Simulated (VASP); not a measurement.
Wanted: the native input for a VASP 6.6.1 run.

* Task: single point
* Functional: PBE
* Potentials or basis: VASP PAW PBE potentials, release 64 (Ti_sv)
* Cutoff: 520 eV
* k mesh: 20 × 20 × 20
* Occupations: gaussian, width 0.15 eV
* Spin: no spin polarisation
* Dipole correction: no
* Further INCAR settings: ALGO = Normal; EDIFF = 1e-07; NBANDS = 12

The structure of Ti lies in POSCAR:

```
Ti
1.0
    0.0000000000      1.8676000000      2.1112000000
    1.8676000000      0.0000000000      2.1112000000
    1.8676000000      1.8676000000      0.0000000000
Ti
1
Direct
    0.0000000000      0.0000000000      0.0000000000
```

This cell differs from its parent crystal: strain -0.080 along x and y, +0.040 along z.

The input as run:

INCAR

```
ALGO = Normal
EDIFF = 1E-7
ENCUT = 520
GGA = PE
ISIF = 2
ISMEAR = 0
LASPH = True
LCHARG = False
LREAL = False
LWAVE = False
NBANDS = 12
NELM = 60
PREC = Accurate
SIGMA = 0.15
```

KPOINTS

```
k-points
0
Gamma
  20 20 20
```

Potentials or basis: VASP PAW PBE potentials, release 64 (Ti_sv).

Command:

```console
$ cat potpaw_PBE.64/Ti_sv/POTCAR > POTCAR
$ mpirun -np 1 vasp_std > vasp.out
```

It gave:

```
Pressure               : 22.6 GPa
Band gap on the k mesh : zero (bands 6 and 7 overlap by 1.35 eV)
```

Caveat: the cell differs from its parent crystal (strain -0.080 along x and y, +0.040 along z); the cell stands under pressure.

Wall time 66 s on 1 thread of AMD EPYC 9R45 96-Core Processor (Zen 5) (shared host), peak memory 0.19 GiB.
